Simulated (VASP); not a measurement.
The system is Sb2As2C.

```
Sb As C
1.0
    -3.04560    3.30384    3.54425
     3.04560   -3.30384    3.54425
     3.04560    3.30384   -3.54425
Sb As C
2 2 1
Cartesian
  0.0000 2.0961 3.5443
  3.0456 1.2077 0.0000
  0.0000 0.0000 6.1936
  0.0000 0.0000 0.8949
  0.0000 0.0000 3.5443
```

```yaml
Program: VASP 6.6.1
Task: relaxation of cell and atoms
Functional: PBE
Potentials_or_basis: VASP PAW PBE potentials, release 64 (Sb, As, C)
Cutoff: 600 eV
k_mesh: 4 × 4 × 4
Occupations: gaussian, width 0.1 eV
Spin: no spin polarisation
```

At the start: pressure 20.0 GPa; volume 28.53 Å³/atom.

Q: Where does the relaxation end?

A: Over 35 steps the energy falls by 1479.4 meV/atom and the volume is 22.54 Å³/atom (-21.0 %); space group Immm (No. 71, to 0.05 Å).

Step by step:
| step | energy change (eV) | largest force (eV/Å) | pressure (GPa) | volume (Å³) |
| --- | --- | --- | --- | --- |
| 1 | 0.0000 | 20.0844 | 19.98 | 142.65 |
| 2 | -4.0705 | 1.4747 | -3.99 | 225.89 |
| 3 | -4.0734 | 1.4715 | -4.07 | 224.19 |
| 4 | -4.0773 | 1.4659 | -4.16 | 222.37 |
| 5 | -4.5147 | 0.8716 | -4.41 | 180.23 |
| 6 | -4.8432 | 1.9222 | -2.07 | 160.88 |
| 7 | -4.7730 | 2.9125 | 1.05 | 151.63 |
| 8 | -4.8647 | 2.1500 | -1.44 | 158.32 |
| 9 | -4.8660 | 2.3195 | -0.98 | 156.75 |
| 10 | -5.8147 | 0.5460 | -3.56 | 154.81 |
| 11 | -5.8675 | 0.4837 | -3.58 | 154.24 |
| 12 | -5.8911 | 0.5103 | -3.19 | 152.92 |
| 13 | -5.8937 | 0.4558 | -3.41 | 153.54 |
| 14 | -6.0833 | 0.7910 | 0.71 | 140.50 |
| 15 | -6.0833 | 0.7572 | 0.60 | 140.79 |
| 16 | -6.3105 | 0.8588 | 0.61 | 134.85 |
| 17 | -6.6741 | 1.0818 | 4.39 | 116.33 |
| 18 | -6.8569 | 0.8011 | 0.68 | 118.04 |
| 19 | -6.9118 | 0.9535 | -1.07 | 118.91 |
| 20 | -6.8946 | 1.1574 | -3.54 | 120.20 |
| 21 | -6.9253 | 1.0114 | -2.08 | 119.42 |
| 22 | -7.0623 | 1.0759 | -1.72 | 116.77 |
| 23 | -7.2604 | 0.5164 | 1.87 | 107.93 |
| 24 | -7.2791 | 0.7221 | 1.98 | 110.34 |
| 25 | -7.3083 | 0.1735 | 1.64 | 109.35 |
| 26 | -7.3300 | 0.1543 | -0.81 | 113.01 |
| 27 | -7.3304 | 0.1298 | -0.56 | 112.59 |
| 28 | -7.3561 | 0.1320 | -0.62 | 113.49 |
| 29 | -7.3053 | 1.0496 | 0.49 | 115.95 |
| 30 | -7.3693 | 0.3675 | -0.44 | 114.25 |
| 31 | -7.3836 | 0.3524 | 0.16 | 113.57 |
| 32 | -7.3845 | 0.3532 | 0.33 | 113.35 |
| 33 | -7.3917 | 0.1949 | -0.75 | 113.87 |
| 34 | -7.3937 | 0.0278 | -0.42 | 113.70 |
| 35 | -7.3968 | 0.0193 | 0.06 | 112.72 |

Final structure:
```
CELL_PARAMETERS angstrom
-1.85298 4.39338 3.46141
1.85298 -4.39338 3.46141
1.85298 4.39338 -3.46141
ATOMIC_POSITIONS crystal
Sb 0.78897 0.50000 0.28897
Sb 0.21103 0.50000 0.71103
As 0.77127 0.77127 0.00000
As 0.22873 0.22873 0.00000
C 0.50000 0.50000 0.00000
```

Caveat: the volume moved by over 15 % at a fixed basis, so the end points are rough.
